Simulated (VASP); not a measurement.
## Pt: single point with PBE

Crystal: Pt.

```
CELL_PARAMETERS angstrom
0.00000 2.87205 2.87205
2.87205 0.00000 2.87205
2.87205 2.87205 0.00000
ATOMIC_POSITIONS crystal
Pt 0.00000 0.00000 0.00000
Pt 0.25000 0.25000 0.25000
```

- Program: VASP 6.6.1
- Task: single point
- Functional: PBE
- Potentials or basis: VASP PAW PBE potentials, release 64 (Pt)
- Cutoff: 520 eV
- k mesh: 12 × 12 × 12
- Occupations: methfessel-paxton, width 0.05 eV
- Spin: no spin polarisation
- Dipole correction: no
- Further INCAR settings: ALGO = Normal; EDIFF = 1e-07; NBANDS = 17

The pressure is 1.4 GPa. The band gap on the k mesh is zero (band 10 reaches 5.43 eV, above the bottom of band 11 at 4.81 eV).

Levels at points of the mesh, in eV from the Fermi level:
```csv
k point,band 6,band 7,band 8,band 9,band 10,band 11,band 12,band 13,band 14,band 15
"(0.00, 0.00, 0.00)",-4.38,-1.89,-1.89,-1.89,-0.10,-0.10,10.50,10.61,11.65,11.65
"(0.50, 0.00, 0.00)",-4.21,-1.40,-1.40,-1.36,-0.43,-0.43,0.74,8.00,8.00,9.93
"(0.50, 0.50, 0.00)",-3.40,-2.51,-2.51,-0.17,-0.17,1.28,1.28,3.89,3.89,9.41
```

Run time: 66 s on 1 thread of AMD EPYC 7R13, on a shared host, peak memory 0.17 GiB.

Caveat: spin-orbit coupling is left out, which moves the levels of the heavy elements.
